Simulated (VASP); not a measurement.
A run of VASP 6.6.1:

File INCAR:

```
PREC = Accurate
ENCUT = 520
EDIFF = 1E-6
ISMEAR = 0
SIGMA = 0.1
LREAL = F
LASPH = T
NELM = 150
ALGO = Normal
ISIF = 2
LWAVE = F
LCHARG = F
ISPIN = 2
MAGMOM = 0 0 0 0
LORBIT = 11
NUPDOWN = 0.0
LMAXMIX = 4
GGA = PS
NBANDS = 32
```

KPOINTS

```
regular mesh
0
Gamma
  18 18 6
```

POSCAR

```
CuNi3
1.0
    1.3952120000     -1.9871540000      0.0000000000
    1.3952120000      1.9871540000      0.0000000000
    0.0000000000      0.0000000000      7.9348860000
Cu Ni
1 3
Direct
    0.0000000000      0.0000000000      0.0000000000
    0.5000000000      0.5000000000      0.7453140000
    0.0000000000      0.0000000000      0.5000000000
    0.5000000000      0.5000000000      0.2546860000
```

Potentials or basis: VASP PAW PBE potentials, release 64 (Cu, Ni).

Launch:

```console
$ cat potpaw_PBE.64/Cu/POTCAR potpaw_PBE.64/Ni/POTCAR > POTCAR
$ mpirun -np 1 vasp_std > vasp.out
```

Hardware: 1 thread of Oxide Virtual Turin-like Processor, with other jobs on the host.

Question: Estimate the wall time of this run.

Answer: Run time: 28 min on 1 thread of Oxide Virtual Turin-like Processor (shared host), peak memory 0.71 GiB. Counts: scf iterations 19, k points 364.
